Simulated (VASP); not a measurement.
WSe, 2 atoms in the cell. The structure is cubic, space group F-43m (No. 216). The conventional cell has a = 5.678 Å, b = 5.678 Å, c = 5.678 Å, α = 90.00°, β = 90.00°, γ = 90.00°. W (site symmetry -43m) has 4 Se at 2.46 Å within 3.2 Å. Within 3.2 Å of Se (site symmetry -43m) lie 4 W at 2.46 Å. 

| Property | Result |
| --- | --- |
| Program | VASP 6.6.1 |
| Task | relaxation of cell and atoms |
| Functional | PBE |
| Potentials or basis | VASP PAW PBE potentials, release 64 (W_sv, Se) |
| Cutoff | 600 eV |
| k mesh | 12 × 12 × 12 |
| Occupations | gaussian, width 0.1 eV |
| Spin | collinear spin, ferromagnetic start |
| Starting moments | [1.0, 0.0] μB |
| Dipole correction | no |
| Further INCAR settings | ALGO = Normal; EDIFF = 1e-06; IBRION = 2; EDIFFG = -0.01; NSW = 80; ISIF = 3 |

Potentials or basis: VASP PAW PBE potentials, release 64 (W_sv, Se).

The run is started by

```bash
$ cat potpaw_PBE.64/W_sv/POTCAR potpaw_PBE.64/Se/POTCAR > POTCAR
$ mpirun -np 1 vasp_std > vasp.out
```

Hardware: 1 thread of AMD EPYC 9R45 (shared host).

Q: How long does it take, and how much memory?

A: It took 4.7 min on 1 thread of AMD EPYC 9R45, on a shared host, peak memory 0.26 GiB. Counts: scf iterations 29, k points 72, ion steps 3.
